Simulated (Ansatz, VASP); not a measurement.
Two plane-wave programs on CaB6

```
Ca B
1.0
     3.06900   -3.14423    0.67597
     3.06900    3.14423    0.67597
    -0.96120    0.00000    4.16038
Ca B
1 6
Cartesian
  3.0690 0.2374 0.6760
  2.7832 3.3818 1.9340
  2.3936 3.3818 3.5783
  0.8601 -0.6447 0.1938
  4.3167 -0.6447 5.3185
  3.9290 -2.0248 0.8696
  2.2090 -2.0248 0.4823
```

Alike in both runs: functional PBE; k mesh 6 × 6 × 4; occupations gaussian, width 0.1 eV; no spin polarisation.

Ansatz relaxed the structure, and its values are those at the end. VASP's run is a single point on that final structure, the one shown.

```csv
,VASP,Ansatz
version,VASP 6.6.1,Ansatz 0.2.0
potentials or method,"VASP PAW PBE potentials, release 64 (Ca_sv, B), cutoff 520 eV","scalar-relativistic, plane waves, PAW"
valence electrons in the cell,28,28
```

```tsv
	VASP	Ansatz	Ansatz less VASP
gap on the k mesh at the Fermi level (eV)	1.33	1.33	+0.001
least direct gap on the mesh (eV)	1.33	1.33	+0.001
pressure (GPa)	0.2	0.0	-0.21
rms of the force components (eV/Å)	0.011	0.014	+0.0031
```

With one functional, cell and mesh, what is left measures potentials, basis and numerics.
